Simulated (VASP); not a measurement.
Here is a VASP 6.6.1 calculation.

INCAR

```
ALGO = Normal
EDIFF = 1E-6
ENCUT = 520
GGA = CA
ISIF = 2
ISMEAR = -1
LASPH = T
LCHARG = T
LELF = T
LREAL = F
LVHAR = T
LWAVE = F
NBANDS = 28
NELM = 60
PREC = Accurate
SIGMA = 0.05
```

File KPOINTS:

```
k-points
0
Gamma
  5 5 8
```

Contents of POSCAR:

```
La2O3
1.0
    6.4541017056      0.0000000000      0.0000000000
   -3.2270508527      5.5894160357      0.0000000000
    0.0000000000      0.0000000000      3.3331872572
La O
2 3
Direct
    0.6666666667      0.3333333333      0.4981030000
    0.3333333333      0.6666666667      0.5018970000
    0.5046070000      0.0000000000      0.0000000000
    0.0000000000      0.5046070000      0.0000000000
    0.4953930000      0.4953930000      0.0000000000
```

Potentials or basis: VASP PAW LDA potentials, release 64 (La, O).

Run with:

```bash
$ cat potpaw_LDA.64/La/POTCAR potpaw_LDA.64/O/POTCAR > POTCAR
$ mpirun -np 1 vasp_std > vasp.out
```

Question: Predict the pressure.

Answer: -8.2 GPa.

Question: Predict the band gap on the k mesh.

Answer: 1.67 eV (least direct gap 2.01 eV).

Stress tensor (GPa, compression positive):
```
 -6.88   0.00   0.00
  0.00  -6.88   0.00
  0.00   0.00 -10.93
```

Caveat: the cell stands under tension; spin-orbit coupling is left out, which moves the levels of the heavy elements. A k mesh can miss the band edges.
